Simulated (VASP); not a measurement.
# Be4Se3 (P-43m) in VASP: notebook, part 2 of 2

VASP 6.6.1. Earlier steps stand in the parts before.

### Step 4. Single point, PBE (atoms taken out)

INCAR

```
ALGO     = Normal         # electronic algorithm
EDIFF    = 1E-6           # SCF threshold, eV
ENCUT    = 520            # plane-wave cutoff, eV
GGA      = PE             # functional
ISIF     = 2              # what is computed and relaxed
ISMEAR   = 0              # smearing method
LASPH    = T              # aspherical terms in the spheres
LCHARG   = F              # write CHGCAR
LREAL    = F              # projectors in reciprocal space
LWAVE    = F              # write WAVECAR
NBANDS   = 22             # bands
NELM     = 80             # most SCF steps
PREC     = Accurate       # precision mode
SIGMA    = 0.2            # smearing width, eV
```

KPOINTS

```
k-points
0
Gamma
  4 4 4
```

POSCAR

```
Be4Se3
1.0
    4.9535784185      0.0000000000      0.0000000000
    0.0000000000      4.9535784185      0.0000000000
    0.0000000000      0.0000000000      4.9535784185
Be Se
4 3
Direct
    0.7674289638      0.7674289638      0.2325710362
    0.7674289638      0.2325710362      0.7674289638
    0.2325710362      0.2325710362      0.2325710362
    0.2325710362      0.7674289638      0.7674289638
    0.5000000000      0.0000000000      0.5000000000
    0.0000000000      0.5000000000      0.5000000000
    0.5000000000      0.5000000000      0.0000000000
```

Potentials or basis: VASP PAW PBE potentials, release 64 (Be, Se).

Launch:

```sh
> cat potpaw_PBE.64/Be/POTCAR potpaw_PBE.64/Se/POTCAR > POTCAR
> mpirun -np 1 vasp_std > vasp.out
```

OUTCAR:

```text
EDIFF = 1E-6
   ENCUT = 520
   GGA = PE
   ISIF = 2
   ISMEAR = 0
   LASPH = T
   LREAL = F
   NELM = 80
   PREC = Accurate

 ion  position               nearest neighbor table
   1  0.767  0.767  0.233-   5 2.20   6 2.20   7 2.20
   2  0.767  0.233  0.767-   5 2.20   6 2.20   7 2.20
   3  0.233  0.233  0.233-   5 2.20   6 2.20   7 2.20
   4  0.233  0.767  0.767-   5 2.20   6 2.20   7 2.20
   5  0.500  0.000  0.500-   1 2.20   2 2.20   3 2.20   4 2.20
   6  0.000  0.500  0.500-   1 2.20   2 2.20   3 2.20   4 2.20
   7  0.500  0.500  0.000-   1 2.20   2 2.20   3 2.20   4 2.20

[... 442 lines left out ...]
  Total        0.0466559      0.0466559      0.0466559     -0.0000000     -0.0000000      0.0000000
  in kB        0.6149791      0.6149791      0.6149791     -0.0000000     -0.0000000      0.0000000
  external PRESSURE =       0.6149791 kB  Pullay stress =       0.0000000 kB

 VOLUME and BASIS-vectors are now :
 -----------------------------------------------------------------------------
  energy-cutoff  :      520.00
  volume of cell :      121.55
      direct lattice vectors                 reciprocal lattice vectors
     4.953578419  0.000000000  0.000000000     0.201874265  0.000000000  0.000000000
     0.000000000  4.953578419  0.000000000     0.000000000  0.201874265  0.000000000
     0.000000000  0.000000000  4.953578419     0.000000000  0.000000000  0.201874265

 POSITION                                       TOTAL-FORCE (eV/Angst)
 -----------------------------------------------------------------------------------
      3.80152      3.80152      1.15206         0.016252      0.016252     -0.016252
      3.80152      1.15206      3.80152         0.016252     -0.016252      0.016252
      1.15206      1.15206      1.15206        -0.016252     -0.016252     -0.016252
      1.15206      3.80152      3.80152        -0.016252      0.016252      0.016252
      2.47679      0.00000      2.47679         0.000000      0.000000     -0.000000
      0.00000      2.47679      2.47679         0.000000      0.000000      0.000000
      2.47679      2.47679      0.00000         0.000000     -0.000000     -0.000000
 -----------------------------------------------------------------------------------
    total drift:                                0.000000      0.000000     -0.000000

  FREE ENERGIE OF THE ION-ELECTRON SYSTEM (eV)
  ---------------------------------------------------
  free  energy   TOTEN  =       -27.3257688529 eV

  energy  without entropy=      -27.3257250448  energy(sigma->0) =      -27.32574695
```

OSZICAR:

```text
N       E                     dE             d eps       ncg     rms          rms(c)
DAV:   1     0.985766110068E+02    0.98577E+02   -0.10308E+04   440   0.990E+02
DAV:   2    -0.188734599735E+02   -0.11745E+03   -0.11176E+03   588   0.163E+02
DAV:   3    -0.276067374060E+02   -0.87333E+01   -0.86919E+01   578   0.499E+01
DAV:   4    -0.277208266505E+02   -0.11409E+00   -0.11402E+00   596   0.652E+00
DAV:   5    -0.277219780616E+02   -0.11514E-02   -0.11513E-02   548   0.641E-01    0.632E+00
DAV:   6    -0.274257722930E+02    0.29621E+00   -0.23139E-01   548   0.200E+00    0.390E+00
DAV:   7    -0.273244705219E+02    0.10130E+00   -0.35087E-01   540   0.258E+00    0.471E-01
DAV:   8    -0.273254096447E+02   -0.93912E-03   -0.22381E-02   530   0.665E-01    0.103E-01
DAV:   9    -0.273257464912E+02   -0.33685E-03   -0.68002E-04   580   0.152E-01    0.643E-02
DAV:  10    -0.273257653815E+02   -0.18890E-04   -0.95105E-05   564   0.434E-02    0.127E-02
DAV:  11    -0.273257695603E+02   -0.41788E-05   -0.36682E-05   526   0.257E-02    0.116E-02
DAV:  12    -0.273257688529E+02    0.70740E-06   -0.51761E-06   542   0.103E-02
   1 F= -.27325769E+02 E0= -.27325747E+02  d E =-.438081E-04
```

stdout:

```text
POSCAR found type information on POSCAR BeSe
 POSCAR found :  2 types and       7 ions
 scaLAPACK will be used
 LDA part: xc-table for (Slater+PW92), standard interpolation
 POSCAR, INCAR and KPOINTS ok, starting setup
 FFT: planning ... GRIDC
 FFT: planning ... GRID_SOFT
 FFT: planning ... GRID
 WAVECAR not read
 entering main loop
```

Run time: 32 s. Hardware: 1 thread of Intel Xeon 8259CL, shared host; peak memory 0.24 GiB.

What came out:

```
Free energy            : -27.3258 eV
Pressure               : 0.1 GPa
Largest force          : 0.028 eV/Å
Band gap on the k mesh : 0.94 eV
```

Forces in eV/Å, atoms in the order of the input:
```
Be   0.016  0.016 -0.016
Be   0.016 -0.016  0.016
Be  -0.016 -0.016 -0.016
Be  -0.016  0.016  0.016
Se   0.000  0.000  0.000
Se   0.000  0.000  0.000
Se   0.000  0.000  0.000
```

Caveat: the cell differs from its parent crystal (atoms taken out).

### Step 5. Relaxation of cell and atoms, PBE

This run uses another cell than the first one, of 17.43 Å³/atom.

INCAR

```
PREC = Accurate ; ENCUT = 600
EDIFF = 1E-6 ; ISMEAR = 0
SIGMA = 0.2 ; LREAL = False
LASPH = True ; NELM = 80
ALGO = Normal ; ISIF = 3
LWAVE = False ; LCHARG = False
GGA = PE ; IBRION = 2
NSW = 36 ; EDIFFG = -0.08
```

KPOINTS

```
regular mesh
0
Gamma
  3 3 3
```

POSCAR

```
Be4Se3
1.0
    4.9599917900      0.0000000000      0.0000000000
    0.0000000000      4.9599917900      0.0000000000
    0.0000000000      0.0000000000      4.9599917900
Be Se
4 3
Direct
    0.7237776700      0.2762223300      0.2762223300
    0.2762223300      0.7237776700      0.2762223300
    0.2762223300      0.2762223300      0.7237776700
    0.7237776700      0.7237776700      0.7237776700
    0.0000000000      0.0000000000      0.5000000000
    0.5000000000      0.0000000000      0.0000000000
    0.0000000000      0.5000000000      0.0000000000
```

Launch:

```sh
> cat potpaw_PBE.64/Be/POTCAR potpaw_PBE.64/Se/POTCAR > POTCAR
> mpirun -np 1 vasp_std > vasp.out
```

It took 94 s on 1 thread of Intel Xeon 8259CL, shared host; peak memory 0.24 GiB.

Results (log left out):

* Free energy: -27.3228 eV
* Relaxed volume: 17.27 Å³/atom
* Relaxed cell: a = 4.944 Å, b = 4.944 Å, c = 4.944 Å, α = 90.00°, β = 90.00°, γ = 90.00°
* Space group after relaxing (to 0.1 Å): P-43m (No. 215)
* Energy gained by relaxing: 8.8 meV/atom
* Ionic steps: 5
* Pressure after relaxing: 0.2 GPa
* Largest force after relaxing: 0.045 eV/Å
* Band gap on the k mesh: 1.97 eV (least direct gap 2.31 eV)

Forces on the atoms (eV/Å):
```
Be   0.026 -0.026 -0.026
Be  -0.026  0.026 -0.026
Be  -0.026 -0.026  0.026
Be   0.026  0.026  0.026
Se   0.000  0.000  0.000
Se   0.000  0.000  0.000
Se   0.000  0.000  0.000
```

Step by step:
| step | energy change (eV) | largest force (eV/Å) | pressure (GPa) | volume (Å³) |
| --- | --- | --- | --- | --- |
| 1 | 0.0000 | 0.4054 | -1.97 | 122.02 |
| 2 | -0.0380 | 0.1580 | 0.69 | 118.28 |
| 3 | -0.0381 | 0.1686 | 0.58 | 118.43 |
| 4 | -0.0464 | 0.1371 | 0.48 | 119.04 |
| 5 | -0.0613 | 0.0448 | 0.18 | 120.87 |

Final structure:
```cif
data_structure
_symmetry_space_group_name_H-M 'P 1'
_symmetry_Int_Tables_number 1
_cell_length_a 4.9443
_cell_length_b 4.9443
_cell_length_c 4.9443
_cell_angle_alpha 90.000
_cell_angle_beta 90.000
_cell_angle_gamma 90.000
_cell_volume 120.87
loop_
_atom_site_label
_atom_site_type_symbol
_atom_site_fract_x
_atom_site_fract_y
_atom_site_fract_z
_atom_site_occupancy
Be1 Be 0.73082 0.26918 0.26918 1
Be2 Be 0.26918 0.73082 0.26918 1
Be3 Be 0.26918 0.26918 0.73082 1
Be4 Be 0.73082 0.73082 0.73082 1
Se1 Se 0.00000 0.00000 0.50000 1
Se2 Se 0.50000 0.00000 0.00000 1
Se3 Se 0.00000 0.50000 0.00000 1
```

Levels at points of the mesh, in eV from the valence-band top:
| k point | band 9 | band 10 | band 11 | band 12 | band 13 | band 14 | band 15 | band 16 | band 17 |
| --- | --- | --- | --- | --- | --- | --- | --- | --- | --- |
| (0.00, 0.00, 0.00) | -3.21 | -1.81 | -1.31 | -1.31 | -1.31 | 2.32 | 2.32 | 3.93 | 4.31 |

Caveat: the k points lie up to 0.42 Å⁻¹ apart in the final cell; an odd mesh through Γ misses points on the zone boundary, where band edges can lie; the relaxation stopped at a loose force limit of 0.08 eV/Å, so its end isn't a converged minimum.

### Step 6. Summary

| task | cell | k mesh | cutoff (eV) | smearing | gap on the mesh (eV) | pressure (GPa) | largest force (eV/Å) |
| --- | --- | --- | --- | --- | --- | --- | --- |
| single point | a = 4.944 Å, 7 atoms, atomic positions A | 3 × 3 × 3 | 520 | gaussian 0.2 eV | 1.95 | 0.6 | 0.03 |
| single point | a = 4.946 Å, 7 atoms, atomic positions A | 4 × 4 × 4 | 520 | gaussian 0.1 eV | 0.96 | 0.2 | 0.02 |
| single point | a = 4.954 Å, 7 atoms, atomic positions A | 4 × 4 × 4 | 520 | gaussian 0.2 eV | 0.94 | 0.1 | 0.03 |
| relaxation of cell and atoms | relaxed from a = 4.960 Å, 7 atoms, atomic positions B | 3 × 3 × 3 | 600 | gaussian 0.2 eV | 1.97 | 0.2 | 0.04 |

Alike in all rows: level PBE; potentials or basis VASP PAW PBE potentials, release 64 (Be, Se); no spin polarisation.

Caveats: some runs use coarse meshes; an odd mesh through Γ misses points on the zone boundary, where band edges can lie (at least some runs); the relaxation stopped at a loose force limit of 0.08 eV/Å, so its end isn't a converged minimum (at least some runs).

Absolute energies hang on the potentials; compare differences alone.
